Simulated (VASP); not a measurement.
Wanted: the native input for a VASP 6.6.1 run.

```
Task                   : electric field gradients
Functional             : PBE
Potentials or basis    : VASP PAW PBE potentials, release 64 (B, P)
Cutoff                 : 520 eV
k mesh                 : 15 × 15 × 15
Occupations            : fermi-dirac, width 0.05 eV
Spin                   : no spin polarisation
Dipole correction      : no
Further INCAR settings : ALGO = Normal; EDIFF = 1e-08; NBANDS = 11
```

The structure of BP lies in POSCAR:

```
BP
1.0
    0.0000000000      2.2537713532      2.2537713532
    2.2537713532      0.0000000000      2.2537713532
    2.2537713532      2.2537713532      0.0000000000
B P
1 1
Direct
    0.0000000000      0.0000000000      0.0000000000
    0.7500000000      0.7500000000      0.7500000000
```

This cell differs from its parent crystal: volume scaled by 0.98.

These files were run (other wordings do the same):

INCAR

```
ALGO = Normal
EDIFF = 1E-8
ENCUT = 520
GGA = PE
ISIF = 2
ISMEAR = -1
LASPH = T
LCHARG = F
LEFG = T
LREAL = F
LWAVE = F
NBANDS = 11
NELM = 100
PREC = Accurate
SIGMA = 0.05
```

KPOINTS

```
k-points
0
Gamma
  15 15 15
```

Potentials or basis: VASP PAW PBE potentials, release 64 (B, P).

Command:

```bash
$ cat potpaw_PBE.64/B/POTCAR potpaw_PBE.64/P/POTCAR > POTCAR
$ mpirun -np 1 vasp_std > vasp.out
```

It gave:

```
Pressure               : 4.4 GPa
Band gap on the k mesh : 1.21 eV, indirect (least direct gap 3.43 eV)
```

Caveat: without QUAD_EFG the Cq values of the log hold for a quadrupole moment of 1 mb, not for the nuclei.

Wall time 29 s on 1 thread of AMD EPYC 9R45 (Zen 5) (shared host), peak memory 0.12 GiB.
